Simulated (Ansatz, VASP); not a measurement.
Two plane-wave programs on Ti

```
CELL_PARAMETERS angstrom
2.93580 0.00000 0.00000
-1.46790 2.54247 0.00000
0.00000 0.00000 4.63619
ATOMIC_POSITIONS crystal
Ti 0.33333 0.66667 0.25000
Ti 0.66667 0.33333 0.75000
```

Alike in both runs: task single point; functional r2SCAN; k mesh 24 × 24 × 14; occupations gaussian, width 0.15 eV; no spin polarisation.

```csv
,VASP,Ansatz
version,VASP 6.6.1,Ansatz 0.2.0
potentials or method,"VASP PAW PBE potentials, release 64 (Ti_sv), cutoff 520 eV","scalar-relativistic, plane waves, PAW"
valence electrons in the cell,24,24
```

Ansatz gave:

* gap on the k mesh at the Fermi level (eV): none
* pressure (GPa): 0.0

Task: Which values does VASP return?

Result: gap on the k mesh at the Fermi level (eV): none; pressure (GPa): 0.4.

VASP's potentials were made for PBE, not for r2SCAN. A gap of «none» marks a metal or a gap that the smearing closes. With one functional, cell and mesh, what is left measures potentials, basis and numerics.
